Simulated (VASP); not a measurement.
# GaAs (F-43m) in VASP: further runs, part 2 of 3

VASP 6.6.1. The steps go on from the part before.

### Step 3. Electric field gradients, LDA (volume scaled by 0.94)

INCAR reads:

```
  PREC = Accurate
  ENCUT = 520
  EDIFF = 1E-8
  ISMEAR = -1
  SIGMA = 0.08
  LREAL = False
  LASPH = True
  NELM = 100
  ALGO = Normal
  ISIF = 2
  LWAVE = False
  LCHARG = False
  GGA = CA
  LEFG = True
  NBANDS = 16
```

KPOINTS reads:

```
Automatic mesh
0
Gamma
  10 10 10
```

POSCAR reads:

```
GaAs
1.0
    0.0000000000      2.7691429914      2.7691429914
    2.7691429914      0.0000000000      2.7691429914
    2.7691429914      2.7691429914      0.0000000000
Ga As
1 1
Direct
    0.0000000000      0.0000000000      0.0000000000
    0.7500000000      0.7500000000      0.7500000000
```

Potentials or basis: VASP PAW LDA potentials, release 64 (Ga_d, As).

Run with:

```console
$ cat potpaw_LDA.64/Ga_d/POTCAR potpaw_LDA.64/As/POTCAR > POTCAR
$ mpirun -np 1 vasp_std > vasp.out
```

OUTCAR:

```text
PREC = Accurate
   ENCUT = 520
   EDIFF = 1E-8
   ISMEAR = -1
   LREAL = False
   LASPH = True
   NELM = 100
   ISIF = 2
   GGA = CA

 ion  position               nearest neighbor table
   1  0.000  0.000  0.000-   2 2.40   2 2.40   2 2.40   2 2.40
   2  0.750  0.750  0.750-   1 2.40   1 2.40   1 2.40   1 2.40

  LATTYP: Found a face centered cubic cell.
 ALAT       =     5.5382859828

  Lattice vectors:

 A1 = (   0.0000000000,   2.7691429914,   2.7691429914)
 A2 = (   2.7691429914,   0.0000000000,   2.7691429914)
 A3 = (   2.7691429914,   2.7691429914,   0.0000000000)

Analysis of symmetry for initial positions (statically):
=====================================================================
 Subroutine PRICEL returns:
 Original cell was already a primitive cell.

 Routine SETGRP: Setting up the symmetry group for a
 face centered cubic supercell.

 Subroutine GETGRP returns: Found 24 space group operations
 (whereof 24 operations were pure point group operations)
 out of a pool of 48 trial point group operations.

The static configuration has the point symmetry T_d .

Analysis of symmetry for dynamics (positions and initial velocities):
=====================================================================
 Subroutine PRICEL returns:
 Original cell was already a primitive cell.

 Routine SETGRP: Setting up the symmetry group for a
 face centered cubic supercell.

 Subroutine GETGRP returns: Found 24 space group operations
 (whereof 24 operations were pure point group operations)
 out of a pool of 48 trial point group operations.

The dynamic configuration has the point symmetry T_d .

 Subroutine INISYM returns: Found 24 space group operations
 (whereof 24 operations are pure point group operations),
 and found     1 'primitive' translations

----------------------------------------------------------------------------------------

                                     Primitive cell

  volume of cell :      42.4684

  direct lattice vectors                    reciprocal lattice vectors
     0.000000000  2.769142991  2.769142991    -0.180561279  0.180561279  0.180561279
     2.769142991  0.000000000  2.769142991     0.180561279 -0.180561279  0.180561279
     2.769142991  2.769142991  0.000000000     0.180561279  0.180561279 -0.180561279

  length of vectors
     3.916159575  3.916159575  3.916159575     0.312741309  0.312741309  0.312741309

  position of ions in fractional coordinates (direct lattice)
     0.000000000  0.000000000  0.000000000
     0.750000000  0.750000000  0.750000000

  ion indices of the primitive-cell ions
   primitive index   ion index
                 1           1
                 2           2

----------------------------------------------------------------------------------------

 KPOINTS: Automatic mesh

Automatic generation of k-mesh.
 Grid dimensions read from file:
 generate k-points for:   10   10   10
[... 70 lines left out ...]
   ISIF   =      2    stress and relaxation
   ISYM   =      2    0-nonsym 1-usesym 2-fastsym
   POTIM  = 0.5000    time-step for ionic-motion
   TEBEG  =    0.0;   TEEND  =   0.0 temperature during run
   PSTRESS=    0.0 pullay stress
   NELECT =      18.0000    total number of electrons
   NUPDOWN=      -1.0000    fix difference up-down
   EMIN   =  10.00;   EMAX   =-10.00  energy-range for DOS
   EFERMI =   0.00;   METHOD = LEGACY
   ISMEAR =    -1;   SIGMA  =   0.08  broadening in eV -4-tet -1-fermi 0-gaus
   EFERMI_NEDOS =   21; number of points for ismear=-14 and -15
   IALGO  =     38    algorithm
   IMIX   =      4    mixing-type and parameters
     AMIX     =   0.40;   BMIX     =  1.00
     AMIX_MAG =   1.60;   BMIX_MAG =  1.00
  volume/ion in A,a.u.               =      21.23       143.30
  Fermi-wavevector in a.u.,A,eV,Ry     =   1.229731  2.323856 20.575267  1.512239
  Thomas-Fermi vector in A             =   2.364607
   LORBIT       =      0    0 simple, 1 ext, 2 COOP (PROOUT), +10 PAW based schemes
   GGA     = CA    functional components
   LHFCALC =     F    Hartree Fock is set to
   AEXX    =    0.0000 exact exchange contribution
   IVDW    =     0    specifies the selected vdW correction
   LEPSILON=     F    determine dielectric tensor
   LRPA    =     F    only Hartree local field effects (RPA)
 non-spin polarized calculation
  energy-cutoff  :      520.00
  volume of cell :       42.47
 maximum number of plane-waves:      1167
 NGX is ok and might be reduce to    30
   NGX = 15   NGY = 15   NGZ = 15

 number of electron      18.0000010 magnetization

 Free energy of the ion-electron system (eV)
  ---------------------------------------------------
  ext. energy  EPLUGINS =         0.00000000
  ---------------------------------------------------
  free energy    TOTEN  =        -9.62488012 eV

  energy without entropy =       -9.62483666  energy(sigma->0) =       -9.62485839

 E-fermi :   4.8727     XC(G=0): -10.1880

 val. band max:        4.4118588777   @ k =   0.0000   0.0000   0.0000
 cond. band min:       5.2182295462   @ k =   0.0000   0.0000   0.0000
 fundamental gap:      0.8063706685
 Fermi energy:         4.8726868697

 k-point     1 :       0.0000    0.0000    0.0000
  band No.  band energies     occupation
      1     -10.6415      2.00000
      2     -10.6415      2.00000
      3     -10.6415      2.00000
      4     -10.5472      2.00000
      5     -10.5472      2.00000
      6      -8.8144      2.00000
[... 433 lines left out ...]
      3     -10.5957      2.00000
      4     -10.5699      2.00000
      5     -10.5357      2.00000
      6      -6.9088      2.00000
[... 8 lines left out ...]
     15      16.9661      0.00000
     16      17.5488      0.00000

 [... further k-points ...]

------------------------ aborting loop because EDIFF is reached ----------------------------------------

  FORCE on cell =-STRESS in cart. coord.  units (eV):
  Direction    XX          YY          ZZ          XY          YZ          ZX
  --------------------------------------------------------------------------------------
  -------------------------------------------------------------------------------------
  Total        0.8454552      0.8454552      0.8454552      0.0000000      0.0000000      0.0000000
  in kB       31.8959136     31.8959136     31.8959136      0.0000000      0.0000000      0.0000000
  external PRESSURE =      31.8959136 kB  Pullay stress =       0.0000000 kB

 VOLUME and BASIS-vectors are now :
 -----------------------------------------------------------------------------
  energy-cutoff  :      520.00
  volume of cell :       42.47
      direct lattice vectors                 reciprocal lattice vectors
     0.000000000  2.769142991  2.769142991    -0.180561279  0.180561279  0.180561279
     2.769142991  0.000000000  2.769142991     0.180561279 -0.180561279  0.180561279
     2.769142991  2.769142991  0.000000000     0.180561279  0.180561279 -0.180561279

 POSITION                                       TOTAL-FORCE (eV/Angst)
 -----------------------------------------------------------------------------------
      0.00000      0.00000      0.00000         0.000000     -0.000000      0.000000
      4.15371      4.15371      4.15371        -0.000000      0.000000     -0.000000
 -----------------------------------------------------------------------------------
    total drift:                                0.000000      0.000000      0.000000

  FREE ENERGIE OF THE ION-ELECTRON SYSTEM (eV)
  ---------------------------------------------------
  free  energy   TOTEN  =        -9.6248801229 eV

  energy  without entropy=       -9.6248366568  energy(sigma->0) =       -9.62485839

 Electric field gradients (V/A^2)
---------------------------------------------------------------------
 ion       V_xx      V_yy      V_zz      V_xy      V_xz      V_yz
---------------------------------------------------------------------
   1       0.000    -0.000     0.000    -0.003    -0.003    -0.003
   2      -0.000     0.000     0.000    -0.000    -0.000    -0.000
---------------------------------------------------------------------

 Electric field gradients after diagonalization (V/A^2)
 (convention: |V_zz| > |V_xx| > |V_yy|)
----------------------------------------------------------------------
 ion       V_xx      V_yy      V_zz     asymmetry (V_yy - V_xx)/ V_zz
----------------------------------------------------------------------
   1       0.003     0.003    -0.006       0.000
   2       0.000     0.000    -0.000       0.000
----------------------------------------------------------------------

           NMR quadrupolar parameters

 Cq : quadrupolar parameter    Cq=e*Q*V_zz/h
 eta: asymmetry parameters     (V_yy - V_xx)/ V_zz
 Q  : nuclear electric quadrupole moment in mb (millibarn)
----------------------------------------------------------------------
 ion       Cq(MHz)       eta       Q (mb)
----------------------------------------------------------------------
   1      -0.000       0.000       1.000
   2      -0.000       0.000       1.000
----------------------------------------------------------------------
```

OSZICAR:

```text
N       E                     dE             d eps       ncg     rms          rms(c)
DAV:   1     0.809555561729E+02    0.80956E+02   -0.89767E+03  1552   0.156E+03
DAV:   2    -0.363508656430E+01   -0.84591E+02   -0.80598E+02  1752   0.305E+02
DAV:   3    -0.978264833456E+01   -0.61476E+01   -0.61141E+01  1800   0.650E+01
DAV:   4    -0.987208744440E+01   -0.89439E-01   -0.89429E-01  1864   0.880E+00
DAV:   5    -0.987334438777E+01   -0.12569E-02   -0.12569E-02  1824   0.928E-01    0.321E+00
DAV:   6    -0.967449248106E+01    0.19885E+00   -0.22123E-01  2368   0.868E+00    0.189E+00
DAV:   7    -0.962801512542E+01    0.46477E-01   -0.70963E-02  2104   0.205E+00    0.529E-01
DAV:   8    -0.962491523206E+01    0.30999E-02   -0.95820E-03  1800   0.108E+00    0.127E-01
DAV:   9    -0.962487205568E+01    0.43176E-04   -0.70734E-04  1888   0.310E-01    0.395E-02
DAV:  10    -0.962487559621E+01   -0.35405E-05   -0.45924E-05  2320   0.823E-02    0.208E-02
DAV:  11    -0.962488027262E+01   -0.46764E-05   -0.74783E-06  1704   0.415E-02    0.326E-03
DAV:  12    -0.962488012315E+01    0.14947E-06   -0.63895E-07  2224   0.122E-02    0.231E-03
DAV:  13    -0.962488012294E+01    0.21237E-09   -0.75613E-08  1928   0.258E-03
   1 F= -.96248801E+01 E0= -.96248584E+01  d E =-.434661E-04
```

stdout:

```text
POSCAR found type information on POSCAR GaAs
 POSCAR found :  2 types and       2 ions
 scaLAPACK will be used
 LDA part: xc-table for (Slater(with rela. corr.)+CA(PZ))
 , standard interpolation
 POSCAR, INCAR and KPOINTS ok, starting setup
 FFT: planning ... GRIDC
 FFT: planning ... GRID_SOFT
 FFT: planning ... GRID
 WAVECAR not read
 entering main loop
ion   1

ion   2
```

It used 41 s of CPU time on 1 thread of AMD EPYC 7R13 Processor (Zen 3), on a shared host.

What came out:

| Quantity | Value |
| --- | --- |
| Free energy | -9.6249 eV |
| Pressure | 3.2 GPa |
| Band gap on the k mesh | 0.81 eV, direct |

Caveat: without QUAD_EFG the Cq values of the log hold for a quadrupole moment of 1 mb, not for the nuclei.

### Step 4. Electric field gradients, LDA (volume scaled by 0.96)

INCAR reads:

```
PREC = Accurate ; ENCUT = 520
EDIFF = 1E-8 ; ISMEAR = -1
SIGMA = 0.08 ; LREAL = False
LASPH = True ; NELM = 80
ALGO = Normal ; ISIF = 2
LWAVE = False ; LCHARG = False
GGA = CA ; LEFG = True
NBANDS = 16
```

KPOINTS reads:

```
regular mesh
0
Gamma
  10 10 10
```

POSCAR reads:

```
GaAs
1.0
    0.0000000000      2.7886446409      2.7886446409
    2.7886446409      0.0000000000      2.7886446409
    2.7886446409      2.7886446409      0.0000000000
Ga As
1 1
Direct
    0.0000000000      0.0000000000      0.0000000000
    0.7500000000      0.7500000000      0.7500000000
```

Potentials or basis: VASP PAW LDA potentials, release 64 (Ga_d, As).

Run with:

```console
$ cat potpaw_LDA.64/Ga_d/POTCAR potpaw_LDA.64/As/POTCAR > POTCAR
$ mpirun -np 1 vasp_std > vasp.out
```

OUTCAR:

```text
PREC = Accurate
   ENCUT = 520
   EDIFF = 1E-8
   ISMEAR = -1
   LREAL = False
   LASPH = True
   NELM = 80
   ISIF = 2
   GGA = CA

 ion  position               nearest neighbor table
   1  0.000  0.000  0.000-   2 2.42   2 2.42   2 2.42   2 2.42
   2  0.750  0.750  0.750-   1 2.42   1 2.42   1 2.42   1 2.42

  LATTYP: Found a face centered cubic cell.
 ALAT       =     5.5772892818

  Lattice vectors:

 A1 = (   0.0000000000,   2.7886446409,   2.7886446409)
 A2 = (   2.7886446409,   0.0000000000,   2.7886446409)
 A3 = (   2.7886446409,   2.7886446409,   0.0000000000)

Analysis of symmetry for initial positions (statically):
=====================================================================
 Subroutine PRICEL returns:
 Original cell was already a primitive cell.

 Routine SETGRP: Setting up the symmetry group for a
 face centered cubic supercell.

 Subroutine GETGRP returns: Found 24 space group operations
 (whereof 24 operations were pure point group operations)
 out of a pool of 48 trial point group operations.

The static configuration has the point symmetry T_d .

Analysis of symmetry for dynamics (positions and initial velocities):
=====================================================================
 Subroutine PRICEL returns:
 Original cell was already a primitive cell.

 Routine SETGRP: Setting up the symmetry group for a
 face centered cubic supercell.

 Subroutine GETGRP returns: Found 24 space group operations
 (whereof 24 operations were pure point group operations)
 out of a pool of 48 trial point group operations.

[... 158 lines left out ...]
      2     -10.8084      2.00000
      3     -10.8084      2.00000
      4     -10.7198      2.00000
      5     -10.7198      2.00000
      6      -8.8658      2.00000
[... 433 lines left out ...]
      3     -10.7658      2.00000
      4     -10.7407      2.00000
      5     -10.7091      2.00000
      6      -7.0196      2.00000
[... 8 lines left out ...]
     15      16.6642      0.00000
     16      17.1770      0.00000

 [... further k-points ...]

------------------------ aborting loop because EDIFF is reached ----------------------------------------

  FORCE on cell =-STRESS in cart. coord.  units (eV):
  Direction    XX          YY          ZZ          XY          YZ          ZX
  --------------------------------------------------------------------------------------
  -------------------------------------------------------------------------------------
  Total        0.3804532      0.3804532      0.3804532     -0.0000000      0.0000000      0.0000000
  in kB       14.0540769     14.0540769     14.0540769     -0.0000000      0.0000000      0.0000000
  external PRESSURE =      14.0540769 kB  Pullay stress =       0.0000000 kB

 VOLUME and BASIS-vectors are now :
 -----------------------------------------------------------------------------
  energy-cutoff  :      520.00
  volume of cell :       43.37
      direct lattice vectors                 reciprocal lattice vectors
     0.000000000  2.788644641  2.788644641    -0.179298571  0.179298571  0.179298571
     2.788644641  0.000000000  2.788644641     0.179298571 -0.179298571  0.179298571
     2.788644641  2.788644641  0.000000000     0.179298571  0.179298571 -0.179298571

 POSITION                                       TOTAL-FORCE (eV/Angst)
 -----------------------------------------------------------------------------------
      0.00000      0.00000      0.00000         0.000000     -0.000000      0.000000
      4.18297      4.18297      4.18297        -0.000000      0.000000     -0.000000
 -----------------------------------------------------------------------------------
    total drift:                                0.000000      0.000000      0.000000

  FREE ENERGIE OF THE ION-ELECTRON SYSTEM (eV)
  ---------------------------------------------------
  free  energy   TOTEN  =        -9.6377786344 eV

  energy  without entropy=       -9.6376915884  energy(sigma->0) =       -9.63773511

 Electric field gradients (V/A^2)
---------------------------------------------------------------------
 ion       V_xx      V_yy      V_zz      V_xy      V_xz      V_yz
---------------------------------------------------------------------
   1      -0.000     0.000    -0.000    -0.003    -0.003    -0.003
   2      -0.000     0.000     0.000     0.000     0.000     0.000
---------------------------------------------------------------------

 Electric field gradients after diagonalization (V/A^2)
 (convention: |V_zz| > |V_xx| > |V_yy|)
----------------------------------------------------------------------
 ion       V_xx      V_yy      V_zz     asymmetry (V_yy - V_xx)/ V_zz
----------------------------------------------------------------------
   1       0.003     0.003    -0.007       0.000
   2      -0.000    -0.000     0.000       0.000
----------------------------------------------------------------------

           NMR quadrupolar parameters

 Cq : quadrupolar parameter    Cq=e*Q*V_zz/h
 eta: asymmetry parameters     (V_yy - V_xx)/ V_zz
 Q  : nuclear electric quadrupole moment in mb (millibarn)
----------------------------------------------------------------------
 ion       Cq(MHz)       eta       Q (mb)
----------------------------------------------------------------------
   1      -0.000       0.000       1.000
   2       0.000       0.000       1.000
----------------------------------------------------------------------
```

stdout:

```text
POSCAR found type information on POSCAR GaAs
 POSCAR found :  2 types and       2 ions
 scaLAPACK will be used
 LDA part: xc-table for (Slater(with rela. corr.)+CA(PZ))
 , standard interpolation
 POSCAR, INCAR and KPOINTS ok, starting setup
 FFT: planning ... GRIDC
 FFT: planning ... GRID_SOFT
 FFT: planning ... GRID
 WAVECAR not read
 entering main loop
ion   1

ion   2
```

It used 42 s of CPU time on 1 thread of AMD EPYC 7R13 Processor (Zen 3) (shared host).

Results:

```
Free energy            : -9.6378 eV
Pressure               : 1.4 GPa
Band gap on the k mesh : 0.64 eV, direct
```

Levels at points of the mesh, in eV from the valence-band top:
| k point | band 5 | band 6 | band 7 | band 8 | band 9 | band 10 | band 11 | band 12 | band 13 | band 14 |
| --- | --- | --- | --- | --- | --- | --- | --- | --- | --- | --- |
| (0.00, 0.00, 0.00) | -14.92 | -13.06 | 0.00 | 0.00 | 0.00 | 0.64 | 3.68 | 3.68 | 3.68 | 7.48 |
| (0.50, 0.00, 0.00) | -14.91 | -11.17 | -6.92 | -1.21 | -1.21 | 0.98 | 4.60 | 4.60 | 7.60 | 10.52 |
| (0.50, 0.50, 0.00) | -14.90 | -10.38 | -7.07 | -2.84 | -2.84 | 1.27 | 1.53 | 10.37 | 10.37 | 11.17 |

Caveat: without QUAD_EFG the Cq values of the log hold for a quadrupole moment of 1 mb, not for the nuclei.

(Part 2 of 3 ends here.)
